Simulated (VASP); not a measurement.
Au:

```
Au
1.0
    -1.65727    1.65727    1.65727
     1.65727   -1.65727    1.65727
     1.65727    1.65727   -1.65727
Au
1
Direct
  0.00000 0.00000 0.00000
```

This isn't the form of Au at room conditions, which is fcc.

Program: VASP 6.6.1. Alike in all runs: potentials or basis VASP PAW PBE potentials, release 64 (Au); no spin polarisation; cell as given.

Order these runs on this cell by their pressure, lowest first.
A. level RPBE; k mesh 26 × 26 × 26; cutoff (eV) 460; smearing fermi-dirac 0.02 eV; tolerance level screening; purpose bands
B. level AM05; k mesh 14 × 14 × 14; cutoff (eV) 400; smearing methfessel-paxton 0.1 eV; tolerance level tight; purpose restart
C. level PBE0; k mesh 6 × 6 × 6; cutoff (eV) 520; smearing fermi-dirac 0.05 eV; dipole correction no; grid for exact exchange (PRECFOCK) Normal; share of exact exchange 0.25

B (-10.2 GPa), C (-4.3 GPa), A (2.3 GPa).

Caveats: some runs use coarse meshes; the PAW data sets were made with another functional, which shifts forces and pressure a little; the cell stands under tension (at least some runs).
